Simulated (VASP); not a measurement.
# CdTe (zincblende type) (F-43m) in VASP: a series of runs

CdTe (zincblende type) is run at these levels: PBE; tasks: single point, relaxation of cell and atoms.

All numbers are computed with VASP 6.6.1; they aren't measurements. Logs are shortened: lines on timing, memory, paths and dates and some standing lists are left out, and cuts for length are marked.

## 1. The cell of the first run

The structure is cubic, space group F-43m (No. 216). Conventional cell: a = 6.616 Å, b = 6.616 Å, c = 6.616 Å, α = 90.00°, β = 90.00°, γ = 90.00°. Cd (site symmetry -43m) has 4 Te at 2.86 Å within 3.8 Å. Within 3.8 Å of Te (site symmetry -43m) lie 4 Cd at 2.86 Å.

## 2. Single point, PBE

The input, INCAR:

```
SYSTEM = CdTe
PREC = Accurate
ENCUT = 520
EDIFF = 1E-6
ISMEAR = -1
SIGMA = 0.02
LREAL = .FALSE.
LASPH = .TRUE.
NELM = 80
ALGO = Normal
ISIF = 2
LWAVE = .FALSE.
LCHARG = .TRUE.
GGA = PE
LELF = .TRUE.
LVHAR = .TRUE.
NBANDS = 26
```

The input, KPOINTS:

```
Automatic mesh
0
G
  6 4 6
  0 0 0
```

The input, POSCAR:

```
CdTe
1.0
   -3.3078829538      3.3078829538      0.0000000000
    0.0000000000      0.0000000000      6.6157659075
    3.3078829538      3.3078829538      0.0000000000
Cd Te
2 2
Direct
    0.0000000000      0.0000000000      0.0000000000
    0.5000000000      0.5000000000      0.5000000000
    0.0000000000      0.2500000000      0.5000000000
    0.5000000000      0.7500000000      0.0000000000
```

Potentials or basis: VASP PAW PBE potentials, release 64 (Cd, Te).

The run is started by

```bash
> cat potpaw_PBE.64/Cd/POTCAR potpaw_PBE.64/Te/POTCAR > POTCAR
> mpirun -np 1 vasp_std > vasp.out
```

OUTCAR:

```text
SYSTEM = CdTe
   PREC = Accurate
   ENCUT = 520
   EDIFF = 1E-6
   ISMEAR = -1
   LREAL = .FALSE.
   LASPH = .TRUE.
   NELM = 80
   ISIF = 2
   GGA = PE

 ion  position               nearest neighbor table
   1  0.000  0.000  0.000-   3 2.86   4 2.86   3 2.86   4 2.86
   2  0.500  0.500  0.500-   3 2.86   4 2.86   4 2.86   3 2.86
   3  0.000  0.250  0.500-   1 2.86   2 2.86   1 2.86   2 2.86
   4  0.500  0.750  0.000-   1 2.86   2 2.86   2 2.86   1 2.86

  LATTYP: Found a simple tetragonal cell.
 ALAT       =     4.6780529360
 C/A-ratio  =     1.4142135624

  Lattice vectors:

 A1 = (   3.3078829538,  -3.3078829538,   0.0000000000)
 A2 = (   3.3078829538,   3.3078829538,   0.0000000000)
 A3 = (   0.0000000000,   0.0000000000,   6.6157659075)

Analysis of symmetry for initial positions (statically):
=====================================================================
 Subroutine PRICEL returns following result:

  LATTYP: Found a face centered cubic cell.
 ALAT       =     6.6157659076

  Lattice vectors:

 A1 = (   3.3078829538,   0.0000000000,   3.3078829538)
 A2 = (   3.3078829538,   3.3078829538,   0.0000000000)
 A3 = (   0.0000000000,   3.3078829538,   3.3078829538)

   2 primitive cells build up your supercell.

 Routine SETGRP: Setting up the symmetry group for a
 simple tetragonal supercell.

 Subroutine GETGRP returns: Found  8 space group operations
 (whereof  8 operations were pure point group operations)
 out of a pool of 16 trial point group operations.

The static configuration has the point symmetry D_2d.

Analysis of symmetry for dynamics (positions and initial velocities):
=====================================================================
 Subroutine PRICEL returns following result:

  LATTYP: Found a face centered cubic cell.
 ALAT       =     6.6157659076

  Lattice vectors:

 A1 = (   3.3078829538,   0.0000000000,   3.3078829538)
 A2 = (   3.3078829538,   3.3078829538,   0.0000000000)
 A3 = (   0.0000000000,   3.3078829538,   3.3078829538)

   2 primitive cells build up your supercell.

 Routine SETGRP: Setting up the symmetry group for a
 simple tetragonal supercell.

 Subroutine GETGRP returns: Found  8 space group operations
 (whereof  8 operations were pure point group operations)
 out of a pool of 16 trial point group operations.

The dynamic configuration has the point symmetry D_2d.

 Subroutine INISYM returns: Found  8 space group operations
[... 88 lines left out ...]
   PREC   = accura    normal or accurate (medium, high low for compatibility)
   ISTART =      0    job   : 0-new  1-cont  2-samecut
   ICHARG =      2    charge: 1-file 2-atom 10-const
   ISPIN  =      1    spin polarized calculation?
   LNONCOLLINEAR =      F non collinear calculations
   LSORBIT =      F    spin-orbit coupling
   LASPH  =      T    aspherical Exc in radial PAW
   ENCUT  =  520.0 eV  38.22 Ry    6.18 a.u.   8.70 12.30  8.70*2*pi/ulx,y,z
   NELM   =     80;   NELMIN=  2; NELMDL= -5     # of ELM steps
   EDIFF  = 0.1E-05   stopping-criterion for ELM
   LREAL  =      F    real-space projection
   EDIFFG = 0.1E-04   stopping-criterion for IOM
   NSW    =      0    number of steps for IOM
   IBRION =     -1    ionic relax: 0-MD 1-quasi-New 2-CG
   NFREE  =      0    steps in history (QN), initial steepest desc. (CG)
   ISIF   =      2    stress and relaxation
   ISYM   =      2    0-nonsym 1-usesym 2-fastsym
   POTIM  = 0.5000    time-step for ionic-motion
   TEBEG  =    0.0;   TEEND  =   0.0 temperature during run
   PSTRESS=    0.0 pullay stress
   NELECT =      36.0000    total number of electrons
   NUPDOWN=      -1.0000    fix difference up-down
   EMIN   =  10.00;   EMAX   =-10.00  energy-range for DOS
   EFERMI =   0.00;   METHOD = LEGACY
   ISMEAR =    -1;   SIGMA  =   0.02  broadening in eV -4-tet -1-fermi 0-gaus
   EFERMI_NEDOS =   21; number of points for ismear=-14 and -15
   IALGO  =     38    algorithm
   IMIX   =      4    mixing-type and parameters
     AMIX     =   0.40;   BMIX     =  1.00
     AMIX_MAG =   1.60;   BMIX_MAG =  1.00
  volume/ion in A,a.u.               =      36.20       244.26
  Fermi-wavevector in a.u.,A,eV,Ry     =   1.029451  1.945380 14.419028  1.059769
  Thomas-Fermi vector in A             =   2.163499
   LORBIT       =      0    0 simple, 1 ext, 2 COOP (PROOUT), +10 PAW based schemes
   GGA     = PE    functional components
   LHFCALC =     F    Hartree Fock is set to
   AEXX    =    0.0000 exact exchange contribution
   IVDW    =     0    specifies the selected vdW correction
   LEPSILON=     F    determine dielectric tensor
   LRPA    =     F    only Hartree local field effects (RPA)
 non-spin polarized calculation
  energy-cutoff  :      520.00
  volume of cell :      144.78
 maximum number of plane-waves:      3928
 NGX is ok and might be reduce to    36

 number of electron      36.0000018 magnetization

 Free energy of the ion-electron system (eV)
  ---------------------------------------------------
  ext. energy  EPLUGINS =         0.00000000
  ---------------------------------------------------
  free energy    TOTEN  =        -9.62095028 eV

  energy without entropy =       -9.62095027  energy(sigma->0) =       -9.62095027

 E-fermi :   2.1117     XC(G=0):  -8.3132

 val. band max:        1.8079115424   @ k =   0.0000   0.0000   0.0000
 cond. band min:       2.3930372246   @ k =   0.0000   0.0000   0.0000
 fundamental gap:      0.5851256822
 Fermi energy:         2.1117231972

 k-point     1 :       0.0000    0.0000    0.0000
  band No.  band energies     occupation
      1      -9.0314      2.00000
      2      -8.5869      2.00000
      3      -6.2867      2.00000
      4      -6.2867      2.00000
      5      -6.2867      2.00000
      6      -6.1520      2.00000
[... 685 lines left out ...]
     25       8.9545      0.00000
     26       9.0888      0.00000

 [... further k-points ...]
[... 5 lines left out ...]
  --------------------------------------------------------------------------------------
  -------------------------------------------------------------------------------------
  Total        0.1360098      0.1360098      0.1119934      0.0000000      0.0000000      0.0000000
  in kB        1.5051179      1.5051179      1.2393462      0.0000000      0.0000000      0.0000000
  external PRESSURE =       1.4165273 kB  Pullay stress =       0.0000000 kB

 VOLUME and BASIS-vectors are now :
 -----------------------------------------------------------------------------
  energy-cutoff  :      520.00
  volume of cell :      144.78
      direct lattice vectors                 reciprocal lattice vectors
    -3.307882954  3.307882954  0.000000000    -0.151154079  0.151154079  0.000000000
     0.000000000  0.000000000  6.615765908     0.000000000  0.000000000  0.151154079
     3.307882954  3.307882954  0.000000000     0.151154079  0.151154079  0.000000000

 POSITION                                       TOTAL-FORCE (eV/Angst)
 -----------------------------------------------------------------------------------
      0.00000      0.00000      0.00000         0.000000     -0.000000     -0.000000
      0.00000      3.30788      3.30788         0.000000     -0.000000     -0.000000
      1.65394      1.65394      1.65394        -0.000000      0.000000      0.000000
     -1.65394      1.65394      4.96182        -0.000000      0.000000      0.000000
 -----------------------------------------------------------------------------------
    total drift:                                0.000000      0.000000      0.000000

  FREE ENERGIE OF THE ION-ELECTRON SYSTEM (eV)
  ---------------------------------------------------
  free  energy   TOTEN  =        -9.6209502783 eV

  energy  without entropy=       -9.6209502715  energy(sigma->0) =       -9.62095027
```

stdout:

```text
POSCAR found type information on POSCAR CdTe
 POSCAR found :  2 types and       4 ions
 scaLAPACK will be used
 LDA part: xc-table for (Slater+PW92), standard interpolation
 POSCAR, INCAR and KPOINTS ok, starting setup
 FFT: planning ... GRIDC
 FFT: planning ... GRID_SOFT
 FFT: planning ... GRID
 WAVECAR not read
 entering main loop
```

It took 64 s on 1 thread of Intel Xeon Platinum 8488C (Sapphire Rapids), shared host; peak memory 0.29 GiB.

What came out:

```
Free energy            : -9.6210 eV
Pressure               : 0.1 GPa
Band gap on the k mesh : 0.59 eV
```

Levels at points of the mesh, in eV from the valence-band top:
```
           k point  band 16  band 17  band 18  band 19  band 20  band 21
(0.00, 0.00, 0.00)     0.00     0.00     0.00     0.59     2.67     2.74
(0.50, 0.00, 0.00)    -1.92    -0.72    -0.72     3.01     3.01     5.19
(0.00, 0.50, 0.00)    -0.96    -0.96    -0.96     2.82     2.82     3.38
(0.50, 0.50, 0.00)    -0.69    -0.69    -0.69     1.75     1.75     5.21
(0.50, 0.00, 0.50)    -1.66    -1.66    -1.66     2.67     2.67     2.74
(0.50, 0.50, 0.50)    -2.09    -1.95    -1.95     4.04     4.04     4.70
```

Caveat: spin-orbit coupling is left out, which moves the levels of the heavy elements.

## 3. Single point, PBE

This run uses another cell than the first one: it holds 2 atoms, not 4.

The input, INCAR:

```
SYSTEM = CdTe
PREC = Accurate
ENCUT = 500
EDIFF = 1E-6
ISMEAR = -1
SIGMA = 0.02
LREAL = .False.
LASPH = .True.
NELM = 120
ALGO = Normal
ISIF = 2
LWAVE = .False.
LCHARG = .False.
GGA = PE
NBANDS = 16
GGA_COMPAT = .False.
```

The input, KPOINTS:

```
regular mesh
0
Gamma
  9 9 9
  0 0 0
```

The input, POSCAR:

```
CdTe
1.0
    0.0000000000      3.3078829538      3.3078829538
    3.3078829538      0.0000000000      3.3078829538
    3.3078829538      3.3078829538      0.0000000000
Cd Te
1 1
Direct
    0.0000000000      0.0000000000      0.0000000000
    0.2500000000      0.2500000000      0.2500000000
```

Potentials or basis: VASP PAW PBE potentials, release 64 (Cd, Te).

The run is started by

```bash
> cat potpaw_PBE.64/Cd/POTCAR potpaw_PBE.64/Te/POTCAR > POTCAR
> mpirun -np 1 vasp_std > vasp.out
```

Run time: 92 s. Hardware: 1 thread of AMD EPYC 7R13, shared host; peak memory 0.19 GiB.

The run converged. Its results:

```yaml
Free_energy: -4.8125 eV
Pressure: 0.2 GPa
Band_gap_on_the_k_mesh: 0.59 eV, direct
```

Levels at points of the mesh, in eV from the valence-band top:
```csv
k point,band 7,band 8,band 9,band 10,band 11,band 12
"(0.00, 0.00, 0.00)",0.00,0.00,0.00,0.59,4.64,4.64
```

Caveat: spin-orbit coupling is left out, which moves the levels of the heavy elements.

## 4. Relaxation of cell and atoms, PBE

This run uses another cell than the first one: it holds 2 atoms, not 4.

The input, INCAR:

```
SYSTEM = CdTe
PREC = Accurate
ENCUT = 500
EDIFF = 1E-7
ISMEAR = -1
SIGMA = 0.02
LREAL = .FALSE.
LASPH = .TRUE.
NELM = 120
ALGO = Normal
ISIF = 3
LWAVE = .FALSE.
LCHARG = .FALSE.
GGA = PE
IBRION = 2
NSW = 60
EDIFFG = -0.005
GGA_COMPAT = .FALSE.
NELMIN = 4
```

The input, KPOINTS:

```
Automatic mesh
0
G
  9 9 9
  0 0 0
```

The input, POSCAR:

```
CdTe
1.0
    0.0000000000      3.1072325060      3.1072325060
    3.1072325060      0.0000000000      3.1072325060
    3.1072325060      3.1072325060      0.0000000000
Cd Te
1 1
Direct
    0.0000000000      0.0000000000      0.0000000000
    0.2500000000      0.2500000000      0.2500000000
```

The run is started by

```bash
> cat potpaw_PBE.64/Cd/POTCAR potpaw_PBE.64/Te/POTCAR > POTCAR
> mpirun -np 1 vasp_std > vasp.out
```

Wall time 2.7 min (1 thread of AMD EPYC 7R13, shared host); peak memory 0.17 GiB.

Results (log left out):

```yaml
Free_energy: -4.8082 eV
Relaxed_volume: 36.21 Å³/atom
Relaxed_cell: a = 4.679 Å, b = 4.679 Å, c = 4.679 Å, α = 60.00°, β = 60.00°, γ = 60.00°
Space_group_after_relaxing_to_0.05_Å: F-43m (No. 216)
Energy_gained_by_relaxing: 173.0 meV/atom
Ionic_steps: 5
Pressure_after_relaxing: 0.0 GPa
Band_gap_on_the_k_mesh: 0.58 eV, direct
```

The path:
```csv
step,energy change (eV),largest force (eV/Å),pressure (GPa),volume (Å³)
1,0.0000,0.0000,10.63,60.00
2,-0.2880,0.0000,-2.60,79.00
3,-0.3459,0.0000,0.06,72.30
4,-0.3459,0.0000,-0.07,72.56
5,-0.3459,0.0000,0.01,72.42
```

Final structure:
```
Cd Te
1.0
     0.00000    3.30827    3.30827
     3.30827    0.00000    3.30827
     3.30827    3.30827    0.00000
Cd Te
1 1
Direct
  0.00000 0.00000 0.00000
  0.25000 0.25000 0.25000
```

Levels at points of the mesh, in eV from the valence-band top:
| k point | band 7 | band 8 | band 9 | band 10 | band 11 | band 12 |
| --- | --- | --- | --- | --- | --- | --- |
| (0.00, 0.00, 0.00) | 0.00 | 0.00 | 0.00 | 0.58 | 4.64 | 4.64 |

Caveat: the volume moved by over 15 % at a fixed basis, so the end points are rough; spin-orbit coupling is left out, which moves the levels of the heavy elements.

## 5. The runs side by side

| task | cell | k mesh | cutoff (eV) | gap on the mesh (eV) | pressure (GPa) |
| --- | --- | --- | --- | --- | --- |
| single point | a = 4.678, b = 6.616 Å, 4 atoms | 6 × 4 × 6 | 520 | 0.59 | 0.1 |
| single point | a = 4.678 Å, angles 60.0°, 2 atoms | 9 × 9 × 9 | 500 | 0.59 | 0.2 |
| relaxation of cell and atoms | relaxed from a = 4.394 Å, angles 60.0°, 2 atoms | 9 × 9 × 9 | 500 | 0.58 | 0.0 |

Alike in all rows: level PBE; potentials or basis VASP PAW PBE potentials, release 64 (Cd, Te); no spin polarisation; smearing fermi-dirac 0.02 eV.

Caveats: spin-orbit coupling is left out, which moves the levels of the heavy elements; the volume moved by over 15 % at a fixed basis, so the end points are rough (some runs).

Absolute energies hang on the potentials; compare differences alone.
